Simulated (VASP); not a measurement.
# Na (P6/mmm) in VASP: relaxation of cell and atoms with PBE

Aim: the relaxation of cell and atoms of Na with PBE.

All numbers are computed with VASP 6.6.1; they aren't measurements. Logs are shortened: lines on timing, memory, paths and dates and some standing lists are left out, and cuts for length are marked.

## (1) The cell of the first run

It takes space group P6/mmm (No. 191, hexagonal). Conventional cell: a = 3.615 Å, b = 3.615 Å, c = 3.398 Å, α = 90.00°, β = 90.00°, γ = 120.00°. Within 4.5 Å of Na (site symmetry 6/mmm) lie 8 Na at 3.40 to 3.61 Å.

## (2) Relaxation of cell and atoms, PBE

Contents of INCAR:

```
PREC     = Accurate       # precision mode
ENCUT    = 600            # plane-wave cutoff, eV
EDIFF    = 1E-7           # SCF threshold, eV
ISMEAR   = -1             # smearing method
SIGMA    = 0.08           # smearing width, eV
LREAL    = False          # projectors in reciprocal space
LASPH    = True           # aspherical terms in the spheres
NELM     = 80             # most SCF steps
ALGO     = Normal         # electronic algorithm
ISIF     = 3              # what is computed and relaxed
LWAVE    = False          # write WAVECAR
LCHARG   = False          # write CHGCAR
GGA      = PE             # functional
IBRION   = 2              # ionic algorithm
NSW      = 60             # ionic steps
EDIFFG   = -0.005         # ionic threshold
```

Contents of KPOINTS:

```
regular mesh
0
Gamma
  13 13 12
```

Contents of POSCAR:

```
Na
1.0
    3.6146556995      0.0000000000      0.0000000000
   -1.8073278498      3.1303836617      0.0000000000
    0.0000000000      0.0000000000      3.3977763575
Na
1
Direct
    0.0000000000      0.0000000000      0.0000000000
```

Potentials or basis: VASP PAW PBE potentials, release 64 (Na_pv).

On the command line:

```console
> cat potpaw_PBE.64/Na_pv/POTCAR > POTCAR
> mpirun -np 1 vasp_std > vasp.out
```

OUTCAR:

```text
PREC = Accurate
   ENCUT = 600
   EDIFF = 1E-7
   ISMEAR = -1
   LREAL = False
   LASPH = True
   NELM = 80
   ISIF = 3
   GGA = PE
   IBRION = 2
   NSW = 60
   EDIFFG = -0.005

 ion  position               nearest neighbor table
   1  0.000  0.000  0.000-

  LATTYP: Found a hexagonal cell.
 ALAT       =     3.6146556995
 C/A-ratio  =     0.9400000000

  Lattice vectors:

 A1 = (   3.6146556995,   0.0000000000,   0.0000000000)
 A2 = (  -1.8073278498,   3.1303836617,   0.0000000000)
 A3 = (   0.0000000000,   0.0000000000,   3.3977763575)

Analysis of symmetry for initial positions (statically):
=====================================================================
 Subroutine PRICEL returns:
 Original cell was already a primitive cell.

 Routine SETGRP: Setting up the symmetry group for a
 hexagonal supercell.

 Subroutine GETGRP returns: Found 24 space group operations
 (whereof 24 operations were pure point group operations)
 out of a pool of 24 trial point group operations.

The static configuration has the point symmetry D_6h.

Analysis of symmetry for dynamics (positions and initial velocities):
=====================================================================
 Subroutine PRICEL returns:
 Original cell was already a primitive cell.

 Routine SETGRP: Setting up the symmetry group for a
 hexagonal supercell.

 Subroutine GETGRP returns: Found 24 space group operations
 (whereof 24 operations were pure point group operations)
 out of a pool of 24 trial point group operations.

The dynamic configuration has the point symmetry D_6h.

 Subroutine INISYM returns: Found 24 space group operations
 (whereof 24 operations are pure point group operations),
 and found     1 'primitive' translations

----------------------------------------------------------------------------------------

                                     Primitive cell

  volume of cell :      38.4467

  direct lattice vectors                    reciprocal lattice vectors
     3.614655700  0.000000000  0.000000000     0.276651522  0.159724831  0.000000000
    -1.807327850  3.130383662  0.000000000     0.000000000  0.319449661  0.000000000
     0.000000000  0.000000000  3.397776358     0.000000000  0.000000000  0.294310130

  length of vectors
     3.614655700  3.614655700  3.397776358     0.319449661  0.319449661  0.294310130

  position of ions in fractional coordinates (direct lattice)
     0.000000000  0.000000000  0.000000000

  ion indices of the primitive-cell ions
   primitive index   ion index
                 1           1

----------------------------------------------------------------------------------------

 KPOINTS: regular mesh

Automatic generation of k-mesh.
 Grid dimensions read from file:
 generate k-points for:   13   13   12

 Generating k-lattice:

  Cartesian coordinates                     Fractional coordinates (reciprocal lattice)
     0.021280886  0.012286525  0.000000000     0.076923077  0.000000000  0.000000000
     0.000000000  0.024573051  0.000000000     0.000000000  0.076923077  0.000000000
     0.000000000  0.000000000  0.024525844     0.000000000  0.000000000  0.083333333

  Length of vectors
     0.024573051  0.024573051  0.024525844

  Shift w.r.t. Gamma in fractional coordinates (k-lattice)
     0.000000000  0.000000000  0.000000000

 Subroutine IBZKPT returns following result:
 ===========================================

 Found    147 irreducible k-points:

 Following reciprocal coordinates:
            Coordinates               Weight
  0.000000  0.000000  0.000000      1.000000
  0.076923  0.000000  0.000000      6.000000
  0.153846  0.000000  0.000000      6.000000
  0.230769  0.000000  0.000000      6.000000
  0.307692  0.000000  0.000000      6.000000
  0.384615  0.000000  0.000000      6.000000
[... 16 lines left out ...]
  0.076923  0.000000  0.083333     12.000000
  0.153846  0.000000  0.083333     12.000000
 [... further k-points ...]
   k-points           NKPTS =    147   k-points in BZ     NKDIM =    147   number of bands    NBANDS=      7
   number of dos      NEDOS =    301   number of ions     NIONS =      1
   total plane-waves  NPLWV =  25200
   dimension x,y,z NGX =    30 NGY =   30 NGZ =   28
   dimension x,y,z NGXF=    60 NGYF=   60 NGZF=   56
   ions per type =               1
   NGX,Y,Z   is equivalent  to a cutoff of  13.80, 13.80, 13.70 a.u.
   NGXF,Y,Z  is equivalent  to a cutoff of  27.60, 27.60, 27.40 a.u.
 SYSTEM =  unknown system
   PREC   = accura    normal or accurate (medium, high low for compatibility)
   ISTART =      0    job   : 0-new  1-cont  2-samecut
   ICHARG =      2    charge: 1-file 2-atom 10-const
   ISPIN  =      1    spin polarized calculation?
   LNONCOLLINEAR =      F non collinear calculations
   LSORBIT =      F    spin-orbit coupling
   LASPH  =      T    aspherical Exc in radial PAW
   ENCUT  =  600.0 eV  44.10 Ry    6.64 a.u.   7.22  7.22  6.79*2*pi/ulx,y,z
   NELM   =     80;   NELMIN=  2; NELMDL= -5     # of ELM steps
   EDIFF  = 0.1E-06   stopping-criterion for ELM
   LREAL  =      F    real-space projection
   EDIFFG = -.5E-02   stopping-criterion for IOM
   NSW    =     60    number of steps for IOM
   IBRION =      2    ionic relax: 0-MD 1-quasi-New 2-CG
   NFREE  =      1    steps in history (QN), initial steepest desc. (CG)
   ISIF   =      3    stress and relaxation
   ISYM   =      2    0-nonsym 1-usesym 2-fastsym
   POTIM  = 0.5000    time-step for ionic-motion
   TEBEG  =    0.0;   TEEND  =   0.0 temperature during run
   PSTRESS=    0.0 pullay stress
   NELECT =       7.0000    total number of electrons
   NUPDOWN=      -1.0000    fix difference up-down
   EMIN   =  10.00;   EMAX   =-10.00  energy-range for DOS
   EFERMI =   0.00;   METHOD = LEGACY
   ISMEAR =    -1;   SIGMA  =   0.08  broadening in eV -4-tet -1-fermi 0-gaus
   EFERMI_NEDOS =   21; number of points for ismear=-14 and -15
   IALGO  =     38    algorithm
   IMIX   =      4    mixing-type and parameters
     AMIX     =   0.40;   BMIX     =  1.00
     AMIX_MAG =   1.60;   BMIX_MAG =  1.00
  volume/ion in A,a.u.               =      38.45       259.45
  Fermi-wavevector in a.u.,A,eV,Ry     =   0.927871  1.753423 11.713870  0.860945
  Thomas-Fermi vector in A             =   2.053987
   LORBIT       =      0    0 simple, 1 ext, 2 COOP (PROOUT), +10 PAW based schemes
   GGA     = PE    functional components
   LHFCALC =     F    Hartree Fock is set to
   AEXX    =    0.0000 exact exchange contribution
   IVDW    =     0    specifies the selected vdW correction
   LEPSILON=     F    determine dielectric tensor
   LRPA    =     F    only Hartree local field effects (RPA)
 conjugate gradient relaxation of ions
 non-spin polarized calculation
  energy-cutoff  :      600.00
  volume of cell :       38.45
 maximum number of plane-waves:      1322
 NGX is ok and might be reduce to    30
   NGX = 15   NGY = 15   NGZ = 13

--------------------------------------- Ionic step        1  -------------------------------------------

 number of electron       7.0000001 magnetization

 Free energy of the ion-electron system (eV)
  ---------------------------------------------------
  ext. energy  EPLUGINS =         0.00000000
  ---------------------------------------------------
  free energy    TOTEN  =        -1.25102442 eV

  energy without entropy =       -1.24096043  energy(sigma->0) =       -1.24599242

------------------------ aborting loop because EDIFF is reached ----------------------------------------

  FORCE on cell =-STRESS in cart. coord.  units (eV):
  Direction    XX          YY          ZZ          XY          YZ          ZX
  --------------------------------------------------------------------------------------
  -------------------------------------------------------------------------------------
  Total        0.0027836      0.0027836     -0.0091890     -0.0000000      0.0000000      0.0000000
  in kB        0.1160002      0.1160002     -0.3829320     -0.0000000      0.0000000      0.0000000
  external PRESSURE =      -0.0503105 kB  Pullay stress =       0.0000000 kB

 VOLUME and BASIS-vectors are now :
 -----------------------------------------------------------------------------
  energy-cutoff  :      600.00
  volume of cell :       38.45
      direct lattice vectors                 reciprocal lattice vectors
     3.614655700  0.000000000  0.000000000     0.276651522  0.159724831  0.000000000
    -1.807327850  3.130383662  0.000000000     0.000000000  0.319449661  0.000000000
     0.000000000  0.000000000  3.397776358     0.000000000  0.000000000  0.294310130
[... 36 lines left out ...]
 POSITION                                       TOTAL-FORCE (eV/Angst)
 -----------------------------------------------------------------------------------
      3.61514     -0.00000      0.00000         0.000000      0.000000      0.000000
 -----------------------------------------------------------------------------------
    total drift:                                0.000000      0.000000      0.000000

  FREE ENERGIE OF THE ION-ELECTRON SYSTEM (eV)
  ---------------------------------------------------
  free  energy   TOTEN  =        -1.2510285664 eV

  energy  without entropy=       -1.2409661040  energy(sigma->0) =       -1.24599734

--------------------------------------- Ionic step        3  -------------------------------------------

 number of electron       7.0000001 magnetization

 Free energy of the ion-electron system (eV)
  ---------------------------------------------------
  ext. energy  EPLUGINS =         0.00000000
  ---------------------------------------------------
  free energy    TOTEN  =        -1.25103304 eV

  energy without entropy =       -1.24097440  energy(sigma->0) =       -1.24600372

 E-fermi :   0.2712     XC(G=0):  -6.4047

 val. band max:        0.2592183100   @ k =   0.0000   0.0000   0.5000
 cond. band min:       0.2943572617   @ k =   0.4615   0.0000   0.0000
 fundamental gap:      0.0351389516
 Fermi energy:         0.2711668021

 k-point     1 :       0.0000    0.0000    0.0000
  band No.  band energies     occupation
      1     -24.7847      2.00000
      2     -24.7843      2.00000
      3     -24.7843      2.00000
      4      -2.9692      2.00000
      5       8.7970      0.00000
      6       9.8168      0.00000
      7      10.9986      0.00000

 k-point     2 :       0.0769    0.0000    0.0000
  band No.  band energies     occupation
      1     -24.7865      2.00000
      2     -24.7848      2.00000
      3     -24.7845      2.00000
      4      -2.8754      2.00000
      5       8.6971      0.00000
      6       9.6239      0.00000
      7       9.8918      0.00000
[... 201 lines left out ...]
 k-point    23 :       0.0769    0.0000    0.0833
  band No.  band energies     occupation
      1     -24.7878      2.00000
      2     -24.7862      2.00000
      3     -24.7845      2.00000
      4      -2.7817      2.00000
      5       7.5183      0.00000
      6       9.6121      0.00000
      7      10.5434      0.00000

 k-point    24 :       0.1538    0.0000    0.0833
  band No.  band energies     occupation
      1     -24.7923      2.00000
      2     -24.7872      2.00000
      3     -24.7860      2.00000
      4      -2.5018      2.00000
      5       7.3761      0.00000
      6       8.0992      0.00000
      7       9.8248      0.00000

 [... further k-points ...]
[... 5 lines left out ...]
  --------------------------------------------------------------------------------------
  -------------------------------------------------------------------------------------
  Total       -0.0001620     -0.0001620      0.0012630      0.0000000      0.0000000      0.0000000
  in kB       -0.0067550     -0.0067550      0.0526699      0.0000000      0.0000000      0.0000000
  external PRESSURE =       0.0130533 kB  Pullay stress =       0.0000000 kB

 VOLUME and BASIS-vectors are now :
 -----------------------------------------------------------------------------
  energy-cutoff  :      600.00
  volume of cell :       38.42
      direct lattice vectors                 reciprocal lattice vectors
     3.616597326 -0.000000000  0.000000000     0.276502997  0.159639080 -0.000000000
    -1.808298663  3.132065159  0.000000000     0.000000000  0.319278160 -0.000000000
     0.000000000  0.000000000  3.391751367    -0.000000000 -0.000000000  0.294832932

 POSITION                                       TOTAL-FORCE (eV/Angst)
 -----------------------------------------------------------------------------------
     -1.80830      3.13207      0.00000        -0.000000     -0.000000      0.000000
 -----------------------------------------------------------------------------------
    total drift:                               -0.000000      0.000000     -0.000000

  FREE ENERGIE OF THE ION-ELECTRON SYSTEM (eV)
  ---------------------------------------------------
  free  energy   TOTEN  =        -1.2510330389 eV

  energy  without entropy=       -1.2409743962  energy(sigma->0) =       -1.24600372

 reached required accuracy - stopping structural energy minimisation
```

Wall time 56 s (1 thread of Intel Xeon Platinum 8259CL at 2.50GHz (Skylake/Cascade Lake), shared host); peak memory 0.18 GiB.

What came out:

- Free energy: -1.2510 eV
- Relaxed volume: 38.42 Å³/atom
- Relaxed cell: a = 3.617 Å, b = 3.617 Å, c = 3.392 Å, α = 90.00°, β = 90.00°, γ = 120.00°
- Space group after relaxing (to 0.05 Å): P6/mmm (No. 191)
- Energy gained by relaxing: 0.0 meV/atom
- Ionic steps: 3
- Pressure after relaxing: 0.0 GPa

Final structure:
```
Na
1.0
     3.61660    0.00000    0.00000
    -1.80830    3.13207    0.00000
     0.00000    0.00000    3.39175
Na
1
Direct
  0.00000 0.00000 0.00000
```
